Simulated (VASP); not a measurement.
# Ge (P6_3/mmc) in VASP: a series of runs, part 3 of 3

VASP 6.6.1. Earlier steps stand in the parts before.

## Step 5: Single point, PBEsol

This run uses another cell than the first one, of 20.37 Å³/atom, 0.892 times its volume.

Contents of INCAR:

```
SYSTEM = Ge
PREC     = Accurate       ! precision mode
ENCUT    = 520            ! plane-wave cutoff, eV
EDIFF    = 1E-6           ! SCF threshold, eV
ISMEAR   = -1             ! smearing method
SIGMA    = 0.05           ! smearing width, eV
LREAL    = .FALSE.        ! projectors in reciprocal space
LASPH    = .TRUE.         ! aspherical terms in the spheres
NELM     = 80             ! most SCF steps
ALGO     = Normal         ! electronic algorithm
ISIF     = 2              ! what is computed and relaxed
LWAVE    = .FALSE.        ! write WAVECAR
LCHARG   = .FALSE.        ! write CHGCAR
GGA      = PS             ! functional
NBANDS   = 36             ! bands
```

Contents of KPOINTS:

```
Automatic mesh
0
G
  8 8 4
  0 0 0
```

Contents of POSCAR:

```
Ge
1.0
    3.8478464410      0.0000000000      0.0000000000
   -1.9239232205      3.3323327678      0.0000000000
    0.0000000000      0.0000000000      6.3552632069
Ge
4
Direct
    0.3333333333      0.6666666667      0.9367744576
    0.6666666667      0.3333333333      0.4367744576
    0.3333333333      0.6666666667      0.5632255424
    0.6666666667      0.3333333333      0.0632255424
```

Potentials or basis: VASP PAW PBE potentials, release 64 (Ge_d).

Run with:

```bash
$ cat potpaw_PBE.64/Ge_d/POTCAR > POTCAR
$ mpirun -np 1 vasp_std > vasp.out
```

OUTCAR:

```text
SYSTEM = Ge
   PREC = Accurate
   ENCUT = 520
   EDIFF = 1E-6
   ISMEAR = -1
   LREAL = .FALSE.
   LASPH = .TRUE.
   NELM = 80
   ISIF = 2
   GGA = PS

 ion  position               nearest neighbor table
   1  0.333  0.667  0.937-   4 2.36   4 2.36   4 2.36   3 2.37
   2  0.667  0.333  0.437-   3 2.36   3 2.36   3 2.36   4 2.37
   3  0.333  0.667  0.563-   2 2.36   2 2.36   2 2.36   1 2.37
   4  0.667  0.333  0.063-   1 2.36   1 2.36   1 2.36   2 2.37

  LATTYP: Found a hexagonal cell.
 ALAT       =     3.8478464410
 C/A-ratio  =     1.6516415882

  Lattice vectors:

 A1 = (   3.8478464410,   0.0000000000,   0.0000000000)
 A2 = (  -1.9239232205,   3.3323327678,   0.0000000000)
 A3 = (   0.0000000000,   0.0000000000,   6.3552632069)

Analysis of symmetry for initial positions (statically):
=====================================================================
 Subroutine PRICEL returns:
 Original cell was already a primitive cell.

 Routine SETGRP: Setting up the symmetry group for a
 hexagonal supercell.

 Subroutine GETGRP returns: Found 24 space group operations
 (whereof 12 operations were pure point group operations)
 out of a pool of 24 trial point group operations.

The static configuration has the point symmetry D_3d.
 The point group associated with its full space group is D_6h.

Analysis of symmetry for dynamics (positions and initial velocities):
=====================================================================
 Subroutine PRICEL returns:
 Original cell was already a primitive cell.

 Routine SETGRP: Setting up the symmetry group for a
 hexagonal supercell.

 Subroutine GETGRP returns: Found 24 space group operations
 (whereof 12 operations were pure point group operations)
 out of a pool of 24 trial point group operations.

The dynamic configuration has the point symmetry D_3d.
 The point group associated with its full space group is D_6h.

 Subroutine INISYM returns: Found 24 space group operations
 (whereof 12 operations are pure point group operations),
 and found     1 'primitive' translations

----------------------------------------------------------------------------------------

                                     Primitive cell

  volume of cell :      81.4891

  direct lattice vectors                    reciprocal lattice vectors
     3.847846441  0.000000000  0.000000000     0.259885631  0.150045039  0.000000000
    -1.923923221  3.332332768  0.000000000     0.000000000  0.300090078  0.000000000
     0.000000000  0.000000000  6.355263207     0.000000000  0.000000000  0.157349895

  length of vectors
     3.847846441  3.847846441  6.355263207     0.300090078  0.300090078  0.157349895

  position of ions in fractional coordinates (direct lattice)
     0.333333333  0.666666667  0.936774458
     0.666666667  0.333333333  0.436774458
     0.333333333  0.666666667  0.563225542
     0.666666667  0.333333333  0.063225542

  ion indices of the primitive-cell ions
   primitive index   ion index
                 1           1
                 2           2
                 3           3
                 4           4

----------------------------------------------------------------------------------------

 KPOINTS: Automatic mesh

Automatic generation of k-mesh.
 Grid dimensions read from file:
 generate k-points for:    8    8    4

 Generating k-lattice:

  Cartesian coordinates                     Fractional coordinates (reciprocal lattice)
     0.032485704  0.018755630  0.000000000     0.125000000  0.000000000  0.000000000
     0.000000000  0.037511260  0.000000000     0.000000000  0.125000000  0.000000000
     0.000000000  0.000000000  0.039337474     0.000000000  0.000000000  0.250000000

  Length of vectors
     0.037511260  0.037511260  0.039337474

  Shift w.r.t. Gamma in fractional coordinates (k-lattice)
     0.000000000  0.000000000  0.000000000

 Subroutine IBZKPT returns following result:
 ===========================================

 Found     30 irreducible k-points:

 Following reciprocal coordinates:
            Coordinates               Weight
  0.000000  0.000000  0.000000      1.000000
  0.125000  0.000000  0.000000      6.000000
  0.250000  0.000000  0.000000      6.000000
  0.375000  0.000000  0.000000      6.000000
  0.500000  0.000000  0.000000      3.000000
  0.125000  0.125000  0.000000      6.000000
[... 16 lines left out ...]
  0.250000  0.000000  0.500000      6.000000
  0.375000  0.000000  0.500000      6.000000
 [... further k-points ...]
   k-points           NKPTS =     30   k-points in BZ     NKDIM =     30   number of bands    NBANDS=     36
   number of dos      NEDOS =    301   number of ions     NIONS =      4
   total plane-waves  NPLWV =  43200
   dimension x,y,z NGX =    30 NGY =   30 NGZ =   48
   dimension x,y,z NGXF=    60 NGYF=   60 NGZF=   96
   ions per type =               4
   NGX,Y,Z   is equivalent  to a cutoff of  12.96, 12.96, 12.56 a.u.
   NGXF,Y,Z  is equivalent  to a cutoff of  25.92, 25.92, 25.11 a.u.
 SYSTEM =  Ge
   PREC   = accura    normal or accurate (medium, high low for compatibility)
   ISTART =      0    job   : 0-new  1-cont  2-samecut
   ICHARG =      2    charge: 1-file 2-atom 10-const
   ISPIN  =      1    spin polarized calculation?
   LNONCOLLINEAR =      F non collinear calculations
   LSORBIT =      F    spin-orbit coupling
   LASPH  =      T    aspherical Exc in radial PAW
   ENCUT  =  520.0 eV  38.22 Ry    6.18 a.u.   7.15  7.15 11.82*2*pi/ulx,y,z
   NELM   =     80;   NELMIN=  2; NELMDL= -5     # of ELM steps
   EDIFF  = 0.1E-05   stopping-criterion for ELM
   LREAL  =      F    real-space projection
   EDIFFG = 0.1E-04   stopping-criterion for IOM
   NSW    =      0    number of steps for IOM
   IBRION =     -1    ionic relax: 0-MD 1-quasi-New 2-CG
   NFREE  =      0    steps in history (QN), initial steepest desc. (CG)
   ISIF   =      2    stress and relaxation
   ISYM   =      2    0-nonsym 1-usesym 2-fastsym
   POTIM  = 0.5000    time-step for ionic-motion
   TEBEG  =    0.0;   TEEND  =   0.0 temperature during run
   PSTRESS=    0.0 pullay stress
   NELECT =      56.0000    total number of electrons
   NUPDOWN=      -1.0000    fix difference up-down
   EMIN   =  10.00;   EMAX   =-10.00  energy-range for DOS
   EFERMI =   0.00;   METHOD = LEGACY
   ISMEAR =    -1;   SIGMA  =   0.05  broadening in eV -4-tet -1-fermi 0-gaus
   EFERMI_NEDOS =   21; number of points for ismear=-14 and -15
   IALGO  =     38    algorithm
   IMIX   =      4    mixing-type and parameters
     AMIX     =   0.40;   BMIX     =  1.00
     AMIX_MAG =   1.60;   BMIX_MAG =  1.00
  volume/ion in A,a.u.               =      20.37       137.48
  Fermi-wavevector in a.u.,A,eV,Ry     =   1.444678  2.730045 28.396632  2.087094
  Thomas-Fermi vector in A             =   2.562946
   LORBIT       =      0    0 simple, 1 ext, 2 COOP (PROOUT), +10 PAW based schemes
   GGA     = PS    functional components
   LHFCALC =     F    Hartree Fock is set to
   AEXX    =    0.0000 exact exchange contribution
   IVDW    =     0    specifies the selected vdW correction
   LEPSILON=     F    determine dielectric tensor
   LRPA    =     F    only Hartree local field effects (RPA)
 non-spin polarized calculation
  energy-cutoff  :      520.00
  volume of cell :       81.49
 maximum number of plane-waves:      2210
 NGX is ok and might be reduce to    30
   NGX = 15   NGY = 15   NGZ = 23

 number of electron      55.9999976 magnetization

 Free energy of the ion-electron system (eV)
  ---------------------------------------------------
  ext. energy  EPLUGINS =         0.00000000
  ---------------------------------------------------
  free energy    TOTEN  =       -19.40710865 eV

  energy without entropy =      -19.40547102  energy(sigma->0) =      -19.40628983

 E-fermi :   6.1846     XC(G=0): -10.6353

 val. band max:        6.1710392926   @ k =   0.0000   0.0000   0.0000
 cond. band min:       6.1993786786   @ k =   0.0000   0.0000   0.0000
 fundamental gap:      0.0283393860
 Fermi energy:         6.1845940409

 k-point     1 :       0.0000    0.0000    0.0000
  band No.  band energies     occupation
      1     -19.0498      2.00000
      2     -19.0498      2.00000
      3     -18.9999      2.00000
      4     -18.9966      2.00000
      5     -18.9966      2.00000
      6     -18.9859      2.00000
[... 28 lines left out ...]
     35      10.7770      0.00000
     36      12.1290      0.00000
[... 866 lines left out ...]
      6     -18.9765      2.00000
[... 28 lines left out ...]
     35      14.0014      0.00000
     36      14.0014      0.00000

 [... further k-points ...]
[... 5 lines left out ...]
  --------------------------------------------------------------------------------------
  -------------------------------------------------------------------------------------
  Total        4.9983997      4.9983997      5.0079286     -0.0000000      0.0000000      0.0000000
  in kB       98.2747453     98.2747453     98.4620952     -0.0000000      0.0000000      0.0000000
  external PRESSURE =      98.3371953 kB  Pullay stress =       0.0000000 kB

 VOLUME and BASIS-vectors are now :
 -----------------------------------------------------------------------------
  energy-cutoff  :      520.00
  volume of cell :       81.49
      direct lattice vectors                 reciprocal lattice vectors
     3.847846441  0.000000000  0.000000000     0.259885631  0.150045039  0.000000000
    -1.923923221  3.332332768  0.000000000     0.000000000  0.300090078  0.000000000
     0.000000000  0.000000000  6.355263207     0.000000000  0.000000000  0.157349895

 POSITION                                       TOTAL-FORCE (eV/Angst)
 -----------------------------------------------------------------------------------
     -0.00000      2.22156      5.95345         0.000000     -0.000000      0.000709
      1.92392      1.11078      2.77582        -0.000000     -0.000000      0.000709
     -0.00000      2.22156      3.57945         0.000000      0.000000     -0.000709
      1.92392      1.11078      0.40181        -0.000000     -0.000000     -0.000709
 -----------------------------------------------------------------------------------
    total drift:                               -0.000000      0.000000      0.000000

  FREE ENERGIE OF THE ION-ELECTRON SYSTEM (eV)
  ---------------------------------------------------
  free  energy   TOTEN  =       -19.4071086519 eV

  energy  without entropy=      -19.4054710170  energy(sigma->0) =      -19.40628983
```

It took 78 s on 1 thread of Intel Xeon 6975P-C, shared host; peak memory 0.22 GiB.

Results:

```
Free energy            : -19.4071 eV
Pressure               : 9.8 GPa
Band gap on the k mesh : 0.03 eV, direct
```

Levels at points of the mesh, in eV from the valence-band top:
| k point | band 26 | band 27 | band 28 | band 29 | band 30 | band 31 |
| --- | --- | --- | --- | --- | --- | --- |
| (0.00, 0.00, 0.00) | -0.37 | 0.00 | 0.00 | 0.03 | 0.88 | 2.06 |
| (0.50, 0.00, 0.00) | -3.66 | -3.47 | -1.79 | 0.16 | 1.79 | 3.29 |
| (0.00, 0.00, 0.50) | -1.14 | -1.14 | -1.14 | 0.87 | 0.87 | 3.27 |
| (0.50, 0.00, 0.50) | -3.03 | -2.91 | -2.91 | 0.37 | 0.37 | 1.78 |

Caveat: the PAW data sets were made with another functional, which shifts forces and pressure a little. A k mesh can miss the band edges.

## Step 6: Single point, PBEsol

This run uses another cell than the first one, of 21.40 Å³/atom, 0.937 times its volume.

Contents of INCAR:

```
PREC = Accurate
ENCUT = 520
EDIFF = 1E-6
ISMEAR = -1
SIGMA = 0.05
LREAL = F
LASPH = T
NELM = 60
ALGO = Normal
ISIF = 2
LWAVE = F
LCHARG = T
GGA = PS
LELF = T
LVHAR = T
NBANDS = 36
```

Contents of KPOINTS:

```
regular mesh
0
Gamma
  8 8 4
```

Contents of POSCAR:

```
Ge
1.0
    3.9140251509      0.0000000000      0.0000000000
   -1.9570125755      3.3896452117      0.0000000000
    0.0000000000      0.0000000000      6.4533295906
Ge
4
Direct
    0.3333333333      0.6666666667      0.9370321022
    0.6666666667      0.3333333333      0.4370321022
    0.3333333333      0.6666666667      0.5629678978
    0.6666666667      0.3333333333      0.0629678978
```

Potentials or basis: VASP PAW PBE potentials, release 64 (Ge_d).

Run with:

```bash
$ cat potpaw_PBE.64/Ge_d/POTCAR > POTCAR
$ mpirun -np 1 vasp_std > vasp.out
```

Run time: 74 s. Hardware: 1 thread of Intel Xeon 6975P-C, shared host; peak memory 0.23 GiB.

The run converged. Its results:

- Free energy: -19.5962 eV
- Pressure: 4.9 GPa
- Band gap on the k mesh: zero (filled and empty bands touch)

Levels at points of the mesh, in eV from the Fermi level:
```
           k point  band 24  band 25  band 26  band 27  band 28  band 29  band 30  band 31  band 32  band 33
(0.00, 0.00, 0.00)    -1.72    -1.72    -0.30    -0.10     0.02     0.02     0.45     2.10     2.10     2.68
(0.50, 0.00, 0.00)    -7.05    -5.08    -3.44    -3.22    -1.67     0.26     1.69     3.36     3.57     4.35
(0.00, 0.00, 0.50)    -5.05    -1.05    -1.05    -1.05    -1.05     0.72     0.72     3.27     3.27     3.27
(0.50, 0.00, 0.50)    -8.28    -2.85    -2.85    -2.73    -2.73     0.39     0.39     1.88     1.88     6.16
```

Caveat: the PAW data sets were made with another functional, which shifts forces and pressure a little.

## Step 7: The runs side by side

| task | level | cell | cutoff (eV) | gap on the mesh (eV) | pressure (GPa) |
| --- | --- | --- | --- | --- | --- |
| relaxation of cell and atoms | revPBE | relaxed from a = 3.998, b = 3.998, c = 6.599 Å, angles 90.0, 90.0, 120.0°, 4 atoms | 600 | 0.12 | 0.0 |
| single point | PBEsol | a = 3.671, b = 3.671, c = 6.096 Å, angles 90.0, 90.0, 120.0°, 4 atoms | 520 | none | 29.8 |
| single point | PBEsol | a = 3.747, b = 3.747, c = 6.207 Å, angles 90.0, 90.0, 120.0°, 4 atoms | 520 | - | 19.9 |
| single point | PBEsol | a = 3.848, b = 3.848, c = 6.355 Å, angles 90.0, 90.0, 120.0°, 4 atoms | 520 | 0.03 | 9.8 |
| single point | PBEsol | a = 3.914, b = 3.914, c = 6.453 Å, angles 90.0, 90.0, 120.0°, 4 atoms | 520 | none | 4.9 |

Alike in all rows: potentials or basis VASP PAW PBE potentials, release 64 (Ge_d); no spin polarisation; k mesh 8 × 8 × 4; smearing fermi-dirac 0.05 eV.

Caveats: the PAW data sets were made with another functional, which shifts forces and pressure a little.

Total energies depend on the potentials used, so only differences within one code and one set of settings carry meaning.
